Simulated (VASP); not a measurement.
Set up this calculation in VASP 6.6.1, as the native input.

| Property | Result |
| --- | --- |
| Task | single point |
| Functional | PBE |
| Potentials or basis | VASP PAW PBE potentials, release 64 (Mg, O) |
| Cutoff | 520 eV |
| k mesh | 5 × 5 × 1 |
| Occupations | methfessel-paxton, width 0.3 eV |
| Spin | no spin polarisation |
| Dipole correction | yes |
| Further INCAR settings | ALGO = Normal; EDIFF = 1e-06; NBANDS = 16; NELMDL = -8 |

The structure of MgO (Periclase) lies in POSCAR:

```
MgO
1.0
    2.9818690000      0.0000000000      0.0000000000
   -1.4909345000      2.5823743048      0.0000000000
    0.0000000000      0.0000000000     15.6520287649
Mg O
2 2
Direct
    0.0000000000      0.0000000000      0.3833368882
    0.6666666667      0.3333333333      0.5388877039
    0.3333333333      0.6666666667      0.4611122961
    0.0000000000      0.0000000000      0.6166631118
```

These files were run (other wordings do the same):

INCAR

```
PREC = Accurate ; ENCUT = 520
EDIFF = 1E-6 ; ISMEAR = 1
SIGMA = 0.3 ; LREAL = False
LASPH = True ; NELM = 120
ALGO = Normal ; ISIF = 2
LWAVE = False ; LCHARG = False
LDIPOL = True ; IDIPOL = 3
DIPOL = 0.5 0.5 0.500 ; GGA = PE
NBANDS = 16 ; GGA_COMPAT = False
NELMDL = -8
```

KPOINTS

```
Automatic mesh
0
Gamma
  5 5 1
```

Potentials or basis: VASP PAW PBE potentials, release 64 (Mg, O).

The run is started by

```sh
$ cat potpaw_PBE.64/Mg/POTCAR potpaw_PBE.64/O/POTCAR > POTCAR
$ mpirun -np 1 vasp_std > vasp.out
```

Results of the run:

```yaml
Largest_force: 2.967 eV/Å
Band_gap_on_the_k_mesh: zero (band 8 reaches -2.85 eV, above the bottom of band 9 at -3.20 eV)
```

Caveat: the k points lie up to 0.49 Å⁻¹ apart.

Wall time 20 s on 1 thread of Intel(R) Xeon(R) Platinum 8488C (Sapphire Rapids) (shared host), peak memory 0.24 GiB.
